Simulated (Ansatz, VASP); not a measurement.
Co: VASP beside Ansatz

INCAR

```
PREC = Accurate ; ENCUT = 520
EDIFF = 1E-7 ; ISMEAR = -1
SIGMA = 0.1 ; LREAL = False
LASPH = True ; NELM = 150
ALGO = Normal ; ISIF = 2
LWAVE = False ; LCHARG = False
ISPIN = 2 ; MAGMOM = 2.08 -2.08
LORBIT = 11 ; LMAXMIX = 4
LDAU = True ; LDAUTYPE = 2
LDAUL = 2 ; LDAUU = 6.2
LDAUJ = 0 ; LDAUPRINT = 1
GGA = PE ; ISYM = 0
NBANDS = 20
```

KPOINTS

```
Automatic mesh
0
Gamma
  6 12 12
```

Contents of POSCAR:

```
Co
1.0
    0.0000000000      3.5730000000      3.5730000000
    1.7865000000      0.0000000000      1.7865000000
    1.7865000000      1.7865000000      0.0000000000
Co
2
Direct
    0.0000000000      0.0000000000      0.0000000000
    0.5000000000      0.0000000000      0.0000000000
```

Input for Ansatz:

```yaml
crystal:
  lattice:
    - [0.0, 3.573, 3.573]
    - [1.7865, 0.0, 1.7865]
    - [1.7865, 1.7865, 0.0]
  atoms:
    - { symbol: Co, position: [0.0, 0.0, 0.0], spin: 3.0 }
    - { symbol: Co, position: [0.5, 0.0, 0.0], spin: -3.0 }
  symmetry: { detect: false, time_reversal: true }
magnetization:
  spin_polarized: true
hamiltonian:
  xc: pbe
  pseudopotentials: { kind: paw }
  hubbard:
    sites:
      - { site: 0, l: d, u_eff: 6.2, starting_ns: [{ spin: up, occupation_matrix: s0up }, { spin: down, occupation_matrix: s0down }] }
      - { site: 1, l: d, u_eff: 6.2, starting_ns: [{ spin: up, occupation_matrix: s1up }, { spin: down, occupation_matrix: s1down }] }
    occupation_matrices:
      s0up:
        matrix:
          - [0.999999, 0.0, 0.0, 0.0, 0.0]
          - [0.0, 0.999999, 0.0, 0.0, 0.0]
          - [0.0, 0.0, 0.999999, 0.0, 0.0]
          - [0.0, 0.0, 0.0, 0.999999, 0.0]
          - [0.0, 0.0, 0.0, 0.0, 0.999999]
      s0down:
        matrix:
          - [0.766445, -0.261546, -0.249877, 0.181143, 0.12389]
          - [-0.261546, 0.53725, 0.052123, 0.349139, 0.235776]
          - [-0.249877, 0.052123, 0.083941, -0.092081, -0.057089]
          - [0.181143, 0.349139, -0.092081, 0.733519, -0.17966]
          - [0.12389, 0.235776, -0.057089, -0.17966, 0.878845]
      s1down:
        matrix:
          - [0.999999, 0.0, 0.0, 0.0, 0.0]
          - [0.0, 0.999999, 0.0, 0.0, 0.0]
          - [0.0, 0.0, 0.999999, 0.0, 0.0]
          - [0.0, 0.0, 0.0, 0.999999, 0.0]
          - [0.0, 0.0, 0.0, 0.0, 0.999999]
      s1up:
        matrix:
          - [0.548019, -0.100641, 0.242521, -0.421219, -0.036374]
          - [-0.100641, 0.977149, 0.061905, -0.090794, 0.011094]
          - [0.242521, 0.061905, 0.727916, 0.172165, -0.325214]
          - [-0.421219, -0.090794, 0.172165, 0.58702, -0.164673]
          - [-0.036374, 0.011094, -0.325214, -0.164673, 0.159895]
basis:
  ecutwfc: 420
kpoints:
  mp_grid: { grid: [6, 12, 12] }
scf:
  occupations: { method: fermi_dirac, width: 0.1 }
  lower_state_search: "off"
  max_iter: 200
output:
  forces: true
  stress: true
```

Alike in both runs: task single point; functional PBE; k mesh 6 × 12 × 12; occupations fermi-dirac, width 0.1 eV; collinear spin; Hubbard terms Co d U = 6.2 eV.

```csv
,VASP,Ansatz
version,VASP 6.6.1,Ansatz 0.2.0
potentials or method,"VASP PAW PBE potentials, release 64 (Co), cutoff 520 eV","PAW, plane waves, scalar-relativistic"
valence electrons in the cell,18,34
```

|  | VASP | Ansatz | Ansatz less VASP |
| --- | --- | --- | --- |
| pressure (GPa) | 23.1 | 36.0 | +12.85 |
| traceless stress, the component that is largest in VASP (GPa) | -9.02 | -2.79 | +6.234 |
| net moment per atom (μB) | 0.00 | 0.00 | 0.000 |
| size of the moment on the site where the two differ most (μB) | 1.92 | 1.89 | -0.035 |

Site moments also hang on the region over which each program counts them. The programs project onto different local orbitals, so the same U acts differently, and such runs can settle in different states. VASP's potentials hold 18 valence electrons a cell and Ansatz's 34, so a difference there can come from the potentials and not from the codes. Ansatz's warnings: filled band counts differ across k points, specified occupation not kept.
